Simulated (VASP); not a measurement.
# Ta (Im-3m) in VASP: notebook, part 3 of 3

VASP 6.6.1. The steps go on from the part before.

## (5) Relaxation of cell and atoms, PBE, target pressure 54 GPa, at which the enthalpy is minimised

This run uses another cell than the first one, of 15.45 Å³/atom, 1.025 times its volume.

File INCAR:

```
PREC = Accurate
ENCUT = 600
EDIFF = 1E-7
ISMEAR = -1
SIGMA = 0.08
LREAL = F
LASPH = T
NELM = 80
ALGO = Normal
ISIF = 3
LWAVE = F
LCHARG = F
GGA = PE
IBRION = 2
NSW = 60
EDIFFG = -0.005
PSTRESS = 540.0
```

File KPOINTS:

```
Automatic mesh
0
Gamma
  17 17 17
```

File POSCAR:

```
Ta
1.0
   -1.5691372600      1.5691372600      1.5691372600
    1.5691372600     -1.5691372600      1.5691372600
    1.5691372600      1.5691372600     -1.5691372600
Ta
1
Direct
    0.0000000000      0.0000000000      0.0000000000
```

Potentials or basis: VASP PAW PBE potentials, release 64 (Ta_pv).

Run with:

```bash
> cat potpaw_PBE.64/Ta_pv/POTCAR > POTCAR
> mpirun -np 1 vasp_std > vasp.out
```

OUTCAR:

```text
PREC = Accurate
   ENCUT = 600
   EDIFF = 1E-7
   ISMEAR = -1
   LREAL = F
   LASPH = T
   NELM = 80
   ISIF = 3
   GGA = PE
   IBRION = 2
   NSW = 60
   EDIFFG = -0.005
   PSTRESS = 540.0

 ion  position               nearest neighbor table
   1  0.000  0.000  0.000-

  LATTYP: Found a body centered cubic cell.
 ALAT       =     3.1382745200

  Lattice vectors:

 A1 = (  -1.5691372600,   1.5691372600,   1.5691372600)
 A2 = (   1.5691372600,  -1.5691372600,   1.5691372600)
 A3 = (   1.5691372600,   1.5691372600,  -1.5691372600)

Analysis of symmetry for initial positions (statically):
=====================================================================
 Subroutine PRICEL returns:
 Original cell was already a primitive cell.

 Routine SETGRP: Setting up the symmetry group for a
 body centered cubic supercell.

 Subroutine GETGRP returns: Found 48 space group operations
[... 9 lines left out ...]

 Routine SETGRP: Setting up the symmetry group for a
 body centered cubic supercell.

 Subroutine GETGRP returns: Found 48 space group operations
[... 11 lines left out ...]
                                     Primitive cell

  volume of cell :      15.4541

  direct lattice vectors                    reciprocal lattice vectors
    -1.569137260  1.569137260  1.569137260     0.000000000  0.318646439  0.318646439
     1.569137260 -1.569137260  1.569137260     0.318646439  0.000000000  0.318646439
     1.569137260  1.569137260 -1.569137260     0.318646439  0.318646439  0.000000000

  length of vectors
     2.717825458  2.717825458  2.717825458     0.450634115  0.450634115  0.450634115

  position of ions in fractional coordinates (direct lattice)
     0.000000000  0.000000000  0.000000000

  ion indices of the primitive-cell ions
   primitive index   ion index
                 1           1

----------------------------------------------------------------------------------------

 KPOINTS: Automatic mesh

Automatic generation of k-mesh.
 Grid dimensions read from file:
 generate k-points for:   17   17   17

 Generating k-lattice:

  Cartesian coordinates                     Fractional coordinates (reciprocal lattice)
     0.000000000  0.018743908  0.018743908     0.058823529  0.000000000  0.000000000
     0.018743908  0.000000000  0.018743908     0.000000000  0.058823529  0.000000000
     0.018743908  0.018743908  0.000000000     0.000000000  0.000000000  0.058823529

  Length of vectors
     0.026507889  0.026507889  0.026507889

  Shift w.r.t. Gamma in fractional coordinates (k-lattice)
     0.000000000  0.000000000  0.000000000

 Subroutine IBZKPT returns following result:
 ===========================================

 Found    165 irreducible k-points:

 Following reciprocal coordinates:
            Coordinates               Weight
  0.000000  0.000000  0.000000      1.000000
  0.058824  0.000000  0.000000     12.000000
  0.117647  0.000000  0.000000     12.000000
  0.176471  0.000000  0.000000     12.000000
  0.235294  0.000000  0.000000     12.000000
  0.294118  0.000000  0.000000     12.000000
[... 16 lines left out ...]
  0.411765  0.117647  0.000000     48.000000
  0.176471  0.176471  0.000000     24.000000
 [... further k-points ...]
   k-points           NKPTS =    165   k-points in BZ     NKDIM =    165   number of bands    NBANDS=      9
   number of dos      NEDOS =    301   number of ions     NIONS =      1
   total plane-waves  NPLWV =  13824
   dimension x,y,z NGX =    24 NGY =   24 NGZ =   24
   dimension x,y,z NGXF=    48 NGYF=   48 NGZF=   48
   ions per type =               1
   NGX,Y,Z   is equivalent  to a cutoff of  14.68, 14.68, 14.68 a.u.
   NGXF,Y,Z  is equivalent  to a cutoff of  29.36, 29.36, 29.36 a.u.
 SYSTEM =  unknown system
   PREC   = accura    normal or accurate (medium, high low for compatibility)
   ISTART =      0    job   : 0-new  1-cont  2-samecut
   ICHARG =      2    charge: 1-file 2-atom 10-const
   ISPIN  =      1    spin polarized calculation?
   LNONCOLLINEAR =      F non collinear calculations
   LSORBIT =      F    spin-orbit coupling
   LASPH  =      T    aspherical Exc in radial PAW
   ENCUT  =  600.0 eV  44.10 Ry    6.64 a.u.   5.43  5.43  5.43*2*pi/ulx,y,z
   NELM   =     80;   NELMIN=  2; NELMDL= -5     # of ELM steps
   EDIFF  = 0.1E-06   stopping-criterion for ELM
   LREAL  =      F    real-space projection
   EDIFFG = -.5E-02   stopping-criterion for IOM
   NSW    =     60    number of steps for IOM
   IBRION =      2    ionic relax: 0-MD 1-quasi-New 2-CG
   NFREE  =      1    steps in history (QN), initial steepest desc. (CG)
   ISIF   =      3    stress and relaxation
   ISYM   =      2    0-nonsym 1-usesym 2-fastsym
   POTIM  = 0.5000    time-step for ionic-motion
   TEBEG  =    0.0;   TEEND  =   0.0 temperature during run
   PSTRESS=  540.0 pullay stress
   NELECT =      11.0000    total number of electrons
   NUPDOWN=      -1.0000    fix difference up-down
   EMIN   =  10.00;   EMAX   =-10.00  energy-range for DOS
   EFERMI =   0.00;   METHOD = LEGACY
   ISMEAR =    -1;   SIGMA  =   0.08  broadening in eV -4-tet -1-fermi 0-gaus
   EFERMI_NEDOS =   21; number of points for ismear=-14 and -15
   IALGO  =     38    algorithm
   IMIX   =      4    mixing-type and parameters
     AMIX     =   0.40;   BMIX     =  1.00
     AMIX_MAG =   1.60;   BMIX_MAG =  1.00
  volume/ion in A,a.u.               =      15.45       104.29
  Fermi-wavevector in a.u.,A,eV,Ry     =   1.461700  2.762212 29.069741  2.136566
  Thomas-Fermi vector in A             =   2.578000
   LORBIT       =      0    0 simple, 1 ext, 2 COOP (PROOUT), +10 PAW based schemes
   GGA     = PE    functional components
   LHFCALC =     F    Hartree Fock is set to
   AEXX    =    0.0000 exact exchange contribution
   IVDW    =     0    specifies the selected vdW correction
   LEPSILON=     F    determine dielectric tensor
   LRPA    =     F    only Hartree local field effects (RPA)
 conjugate gradient relaxation of ions
 non-spin polarized calculation
  energy-cutoff  :      600.00
  volume of cell :       15.45
 maximum number of plane-waves:       533
 NGX is ok and might be reduce to    24
   NGX = 11   NGY = 11   NGZ = 11

--------------------------------------- Ionic step        1  -------------------------------------------

 number of electron      11.0000001 magnetization

 Free energy of the ion-electron system (eV)
  ---------------------------------------------------
  ext. energy  EPLUGINS =         0.00000000
  ---------------------------------------------------
  free energy    TOTEN  =       -11.47061801 eV

  energy without entropy =      -11.44434940  energy(sigma->0) =      -11.45748370

------------------------ aborting loop because EDIFF is reached ----------------------------------------

  FORCE on cell =-STRESS in cart. coord.  units (eV):
  Direction    XX          YY          ZZ          XY          YZ          ZX
  --------------------------------------------------------------------------------------
  -------------------------------------------------------------------------------------
  Total        4.4109220      4.4109220      4.4109220      0.0000000     -0.0000000      0.0000000
  in kB      457.2957457    457.2957457    457.2957457      0.0000000     -0.0000000      0.0000000
  external PRESSURE =     -82.7042543 kB  Pullay stress =     540.0000000 kB
[... 96 lines left out ...]
  enthalpy is  TOTEN    =        -6.2711469582 eV   P V=        5.0951964014

--------------------------------------- Ionic step        4  -------------------------------------------

 number of electron      10.9999999 magnetization

 Free energy of the ion-electron system (eV)
  ---------------------------------------------------
  ext. energy  EPLUGINS =         0.00000000
  ---------------------------------------------------
  free energy    TOTEN  =       -11.36197930 eV

  energy without entropy =      -11.33612766  energy(sigma->0) =      -11.34905348

 E-fermi :   7.0045     XC(G=0): -13.5457

 val. band max:        6.9936067714   @ k =   0.2941   0.0588   0.0000
 cond. band min:       7.0120878524   @ k =  -0.3529   0.4706   0.1765
 fundamental gap:      0.0184810810
 Fermi energy:         7.0044820006

 k-point     1 :       0.0000    0.0000    0.0000
  band No.  band energies     occupation
      1     -25.3419      2.00000
      2     -25.3419      2.00000
      3     -25.3419      2.00000
      4      -1.5319      2.00000
      5       7.7008      0.00033
      6       7.7008      0.00033
      7       7.7008      0.00033
      8      11.6338      0.00000
      9      11.6338      0.00000
[... 265 lines left out ...]
 k-point    24 :       0.1765    0.1765    0.0000
  band No.  band energies     occupation
      1     -26.6810      2.00000
      2     -25.7844      2.00000
      3     -25.4834      2.00000
      4       2.2188      2.00000
      5       5.7587      2.00000
      6       6.1656      1.99994
      7      10.4423      0.00000
      8      12.6457      0.00000
      9      12.8990      0.00000

 [... further k-points ...]
[... 5 lines left out ...]
  --------------------------------------------------------------------------------------
  -------------------------------------------------------------------------------------
  Total        5.0889596      5.0889596      5.0889596      0.0000000     -0.0000000      0.0000000
  in kB      539.8029819    539.8029819    539.8029819      0.0000000     -0.0000000      0.0000000
  external PRESSURE =      -0.1970181 kB  Pullay stress =     540.0000000 kB
[... 16 lines left out ...]
  FREE ENERGIE OF THE ION-ELECTRON SYSTEM (eV)
  ---------------------------------------------------
  free  energy   TOTEN  =       -11.3619793044 eV

  energy  without entropy=      -11.3361276627  energy(sigma->0) =      -11.34905348

  enthalpy is  TOTEN    =        -6.2711623127 eV   P V=        5.0908169917

 reached required accuracy - stopping structural energy minimisation
```

Wall time 52 s (1 thread of Intel Xeon Platinum 8375C at 2.90GHz (Ice Lake), shared host); peak memory 0.17 GiB.

Results:

```yaml
Free_energy: -11.3620 eV
Relaxed_volume: 15.10 Å³/atom
Relaxed_cell: a = 2.697 Å, b = 2.697 Å, c = 2.697 Å, α = 109.47°, β = 109.47°, γ = 109.47°
Space_group_after_relaxing_to_0.05_Å: Im-3m (No. 229)
Energy_change_on_relaxing_the_enthalpy_is_what_falls: +108.6 meV/atom
Ionic_steps: 4
Pressure_after_relaxing: 54.0 GPa
```

The path:
```csv
step,energy change (eV),largest force (eV/Å),pressure (GPa),volume (Å³)
1,0.0000,0.0000,45.73,15.45
2,0.7333,0.0000,95.23,13.74
3,0.1043,0.0000,53.65,15.12
4,0.1086,0.0000,53.98,15.10
```

Final structure:
```xyz
1
Lattice="-1.5572 1.5572 1.5572 1.5572 -1.5572 1.5572 1.5572 1.5572 -1.5572" Properties=species:S:1:pos:R:3 pbc="T T T"
Ta    0.0000    0.0000    0.0000
```

Caveat: the cell is relaxed towards a set pressure, so the enthalpy falls and the energy may rise; spin-orbit coupling is left out, which moves the levels of the heavy elements.

## (6) Summary

```tsv
task	cell	cutoff (eV)	gap on the mesh (eV)	pressure (GPa)
single point	a = 2.696 Å, angles 109.5°, 1 atom	520	none	54.6
single point	a = 2.694 Å, angles 109.5°, 1 atom	520	none	55.3
relaxation of cell and atoms	relaxed to 54 GPa from a = 2.696 Å, angles 109.5°, 1 atom	600	none	54.0
relaxation of cell and atoms	relaxed to 54 GPa from a = 2.718 Å, angles 109.5°, 1 atom	600	none	54.0
```

Alike in all rows: level PBE; potentials or basis VASP PAW PBE potentials, release 64 (Ta_pv); no spin polarisation; k mesh 17 × 17 × 17; smearing fermi-dirac 0.08 eV.

Caveats: spin-orbit coupling is left out, which moves the levels of the heavy elements; the cell is relaxed towards a set pressure, so the enthalpy falls and the energy may rise (some runs).

Absolute energies hang on the potentials; compare differences alone.
